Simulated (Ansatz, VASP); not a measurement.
GaN in VASP and in Ansatz

```
CELL_PARAMETERS angstrom
-0.00750 2.24146 2.24146
2.24146 -0.00750 2.24146
2.24146 2.24146 -0.00750
ATOMIC_POSITIONS crystal
Ga 0.99975 0.99975 0.99975
N 0.25025 0.25025 0.25025
```

Change from the starting cell: shear_111 strain -0.5%.

Alike in both runs: task single point; functional PBE; k mesh 10 × 10 × 10; occupations fermi-dirac, width 0.02 eV; no spin polarisation.

|  | VASP | Ansatz |
| --- | --- | --- |
| version | VASP 6.6.1 | Ansatz 0.2.0 |
| potentials or method | VASP PAW PBE potentials, release 64 (Ga_d, N) | plane waves, PAW |
| plane-wave cutoff (eV) | 520 | 420 |
| valence electrons in the cell | 18 | 18 |

|  | VASP | Ansatz | Ansatz less VASP |
| --- | --- | --- | --- |
| gap on the k mesh at the Fermi level (eV) | 1.77 | 1.77 | -0.008 |
| pressure (GPa) | 7.2 | 7.2 | -0.02 |
| traceless stress, the component that is largest in VASP (GPa) | 0.52 | 0.52 | -0.002 |
